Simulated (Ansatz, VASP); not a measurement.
SiC in VASP and in Ansatz

```
CELL_PARAMETERS angstrom
1.53890 -2.66750 0.00000
1.53890 2.66750 0.00000
0.00000 0.00000 15.12190
ATOMIC_POSITIONS crystal
Si 0.16730 0.83270 0.35800
Si 0.83270 0.16730 0.85800
Si 0.50070 0.49930 0.02410
Si 0.49930 0.50070 0.52410
Si 0.83570 0.16430 0.19124
Si 0.16430 0.83570 0.69124
C 0.49600 0.50400 0.15030
C 0.50400 0.49600 0.65030
C 0.16000 0.84000 0.48170
C 0.84000 0.16000 0.98170
C 0.82900 0.17100 0.31680
C 0.17100 0.82900 0.81680
```

Alike in both runs: task relaxation of cell and atoms; functional PBEsol; k mesh 8 × 8 × 2; occupations gaussian, width 0.1 eV; no spin polarisation.

```csv
,VASP,Ansatz
version,VASP 6.6.1,Ansatz 0.2.0
potentials or method,"VASP PAW PBE potentials, release 64 (Si, C), cutoff 600 eV","scalar-relativistic, plane waves, PAW"
valence electrons in the cell,48,48
```

Ansatz gave:

* gap on the k mesh at the Fermi level, each at its own relaxed structure (eV): 1.92
* relaxed volume (Å³/atom): 10.34
* relaxed cell length with the largest relative difference (Å): 3.079

Task: Estimate VASP's values.

Result: gap on the k mesh at the Fermi level, each at its own relaxed structure (eV): 1.90; relaxed volume (Å³/atom): 10.35; relaxed cell length with the largest relative difference (Å): 3.081.

VASP's potentials were made for PBE, not for PBEsol.
